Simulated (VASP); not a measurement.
# W (Im-3m) in VASP: further runs, part 2 of 2

VASP 6.6.1. The steps go on from the part before.

**4. Single point, LDA**

INCAR reads:

```
PREC     = Accurate       # precision mode
ENCUT    = 520            # plane-wave cutoff, eV
EDIFF    = 1E-7           # SCF threshold, eV
ISMEAR   = -1             # smearing method
SIGMA    = 0.3            # smearing width, eV
LREAL    = False          # projectors in reciprocal space
LASPH    = True           # aspherical terms in the spheres
NELM     = 100            # most SCF steps
ALGO     = Normal         # electronic algorithm
ISIF     = 2              # what is computed and relaxed
LWAVE    = False          # write WAVECAR
LCHARG   = False          # write CHGCAR
NBANDS   = 13             # bands
```

KPOINTS reads:

```
Automatic mesh
0
Gamma
  14 14 14
```

POSCAR reads:

```
W
1.0
   -1.5676867250      1.5676867250      1.5676867250
    1.5676867250     -1.5676867250      1.5676867250
    1.5676867250      1.5676867250     -1.5676867250
W
1
Direct
    0.0000000000      0.0000000000      0.0000000000
```

Potentials or basis: VASP PAW LDA potentials, release 64 (W_sv).

The run is started by

```console
$ cat potpaw_LDA.64/W_sv/POTCAR > POTCAR
$ mpirun -np 1 vasp_std > vasp.out
```

OUTCAR:

```text
PREC = Accurate
   ENCUT = 520
   EDIFF = 1E-7
   ISMEAR = -1
   LREAL = False
   LASPH = True
   NELM = 100
   ISIF = 2

 ion  position               nearest neighbor table
   1  0.000  0.000  0.000-

  LATTYP: Found a body centered cubic cell.
 ALAT       =     3.1353734500

  Lattice vectors:

 A1 = (  -1.5676867250,   1.5676867250,   1.5676867250)
 A2 = (   1.5676867250,  -1.5676867250,   1.5676867250)
 A3 = (   1.5676867250,   1.5676867250,  -1.5676867250)

Analysis of symmetry for initial positions (statically):
=====================================================================
 Subroutine PRICEL returns:
 Original cell was already a primitive cell.

 Routine SETGRP: Setting up the symmetry group for a
 body centered cubic supercell.

 Subroutine GETGRP returns: Found 48 space group operations
 (whereof 48 operations were pure point group operations)
 out of a pool of 48 trial point group operations.

The static configuration has the point symmetry O_h .

Analysis of symmetry for dynamics (positions and initial velocities):
=====================================================================
 Subroutine PRICEL returns:
 Original cell was already a primitive cell.

 Routine SETGRP: Setting up the symmetry group for a
 body centered cubic supercell.

 Subroutine GETGRP returns: Found 48 space group operations
 (whereof 48 operations were pure point group operations)
 out of a pool of 48 trial point group operations.

The dynamic configuration has the point symmetry O_h .

 Subroutine INISYM returns: Found 48 space group operations
 (whereof 48 operations are pure point group operations),
 and found     1 'primitive' translations

----------------------------------------------------------------------------------------

                                     Primitive cell

  volume of cell :      15.4112

[... 111 lines left out ...]
   GGA     = CA    functional components
   LHFCALC =     F    Hartree Fock is set to
   AEXX    =    0.0000 exact exchange contribution
   IVDW    =     0    specifies the selected vdW correction
   LEPSILON=     F    determine dielectric tensor
   LRPA    =     F    only Hartree local field effects (RPA)
 non-spin polarized calculation
  energy-cutoff  :      520.00
  volume of cell :       15.41
 maximum number of plane-waves:       432
   NGX =  9   NGY =  9   NGZ =  9

 number of electron      14.0000004 magnetization

 Free energy of the ion-electron system (eV)
  ---------------------------------------------------
  ext. energy  EPLUGINS =         0.00000000
  ---------------------------------------------------
  free energy    TOTEN  =       -14.17769031 eV

  energy without entropy =      -14.01756590  energy(sigma->0) =      -14.09762811

 E-fermi :  11.7027     XC(G=0): -13.9864

 val. band max:       11.6440907701   @ k =   0.5000   0.5000   0.0714
 cond. band min:      11.7271582774   @ k =  -0.2857   0.2857   0.2857
 fundamental gap:      0.0830675073
 Fermi energy:        11.7026880792

 k-point     1 :       0.0000    0.0000    0.0000
  band No.  band energies     occupation
      1     -61.9625      2.00000
      2     -25.7270      2.00000
      3     -25.7270      2.00000
      4     -25.7270      2.00000
      5       2.0353      2.00000
      6      10.4310      1.97156
      7      10.4310      1.97156
      8      10.4310      1.97156
      9      13.9965      0.00096
     10      13.9965      0.00096
     11      26.3694      0.00000
     12      26.3694      0.00000
     13      26.3694      0.00000
[... 354 lines left out ...]
  band No.  band energies     occupation
      1     -61.7870      2.00000
      2     -26.8336      2.00000
      3     -26.6145      2.00000
      4     -25.9082      2.00000
      5       7.1534      2.00000
      6       8.6829      1.99991
      7       9.4518      1.99890
      8      14.2721      0.00038
      9      14.9027      0.00005
     10      20.4028      0.00000
     11      22.3721      0.00000
     12      24.4584      0.00000
     13      29.2810      0.00000

 [... further k-points ...]

------------------------ aborting loop because EDIFF is reached ----------------------------------------

  FORCE on cell =-STRESS in cart. coord.  units (eV):
  Direction    XX          YY          ZZ          XY          YZ          ZX
  --------------------------------------------------------------------------------------
  -------------------------------------------------------------------------------------
  Total        0.2327707      0.2327707      0.2327707      0.0000000      0.0000000     -0.0000000
  in kB       24.1992021     24.1992021     24.1992021      0.0000000      0.0000000     -0.0000000
  external PRESSURE =      24.1992021 kB  Pullay stress =       0.0000000 kB

 VOLUME and BASIS-vectors are now :
 -----------------------------------------------------------------------------
  energy-cutoff  :      520.00
  volume of cell :       15.41
      direct lattice vectors                 reciprocal lattice vectors
    -1.567686725  1.567686725  1.567686725     0.000000000  0.318941273  0.318941273
     1.567686725 -1.567686725  1.567686725     0.318941273  0.000000000  0.318941273
     1.567686725  1.567686725 -1.567686725     0.318941273  0.318941273  0.000000000

 POSITION                                       TOTAL-FORCE (eV/Angst)
 -----------------------------------------------------------------------------------
      0.00000      0.00000      0.00000         0.000000      0.000000     -0.000000
 -----------------------------------------------------------------------------------
    total drift:                                0.000000     -0.000000      0.000000

  FREE ENERGIE OF THE ION-ELECTRON SYSTEM (eV)
  ---------------------------------------------------
  free  energy   TOTEN  =       -14.1776903133 eV

  energy  without entropy=      -14.0175658980  energy(sigma->0) =      -14.09762811
```

Run time: 5.6 s. Hardware: 1 thread of Intel Xeon 6975P-C (Granite Rapids), shared host; peak memory 0.13 GiB.

Results:

| Item | Value |
| --- | --- |
| Free energy | -14.1777 eV |
| Pressure | 2.4 GPa |
| Band gap on the k mesh | zero (band 7 reaches 17.10 eV, above the bottom of band 8 at 10.43 eV) |

Caveat: spin-orbit coupling is left out, which moves the levels of the heavy elements.

**5. Single point, LDA**

INCAR reads:

```
SYSTEM = W
  ALGO = Normal
  EDIFF = 1E-7
  ENCUT = 520
  GGA = CA
  ISIF = 2
  ISMEAR = -1
  LASPH = .True.
  LCHARG = .True.
  LELF = .True.
  LREAL = .False.
  LVHAR = .True.
  LWAVE = .False.
  NBANDS = 13
  NELM = 60
  PREC = Accurate
  SIGMA = 0.6
```

KPOINTS reads:

```
k-points
0
Gamma
  14 14 14
  0 0 0
```

POSCAR is that of step 4.

The run is started by

```console
$ cat potpaw_LDA.64/W_sv/POTCAR > POTCAR
$ mpirun -np 1 vasp_std > vasp.out
```

It took 11 s on 1 thread of AMD EPYC 9R45 (Zen 5), shared host; peak memory 0.1 GiB.

It converged, with:

- Free energy: -14.4549 eV
- Pressure: 6.1 GPa
- Band gap on the k mesh: zero (band 7 reaches 17.13 eV, above the bottom of band 8 at 10.45 eV)

Levels at points of the mesh, in eV from the Fermi level:
| k point | band 4 | band 5 | band 6 | band 7 | band 8 | band 9 | band 10 | band 11 |
| --- | --- | --- | --- | --- | --- | --- | --- | --- |
| (0.00, 0.00, 0.00) | -37.33 | -9.63 | -1.20 | -1.20 | -1.20 | 2.37 | 2.37 | 14.70 |
| (0.50, 0.00, 0.00) | -37.34 | -6.36 | -3.63 | 1.02 | 2.29 | 3.29 | 6.52 | 11.66 |
| (0.50, 0.50, 0.50) | -38.34 | -5.99 | -5.99 | 5.47 | 5.47 | 5.47 | 8.66 | 8.66 |

Caveat: spin-orbit coupling is left out, which moves the levels of the heavy elements.

**6. Summary**

| smearing | gap on the mesh (eV) | pressure (GPa) |
| --- | --- | --- |
| fermi-dirac 0.03 eV | none | 1.8 |
| fermi-dirac 0.2 eV | none | 2.1 |
| fermi-dirac 0.3 eV | none | 2.4 |
| fermi-dirac 0.6 eV | none | 6.1 |

Alike in all rows: task single point; level LDA; potentials or basis VASP PAW LDA potentials, release 64 (W_sv); no spin polarisation; cell as given; k mesh 14 × 14 × 14; cutoff (eV) 520.

Every run on the cell as given and a fine mesh finds a metal.

Caveats: spin-orbit coupling is left out, which moves the levels of the heavy elements.

Total energies depend on the potentials used, so only differences within one code and one set of settings carry meaning.
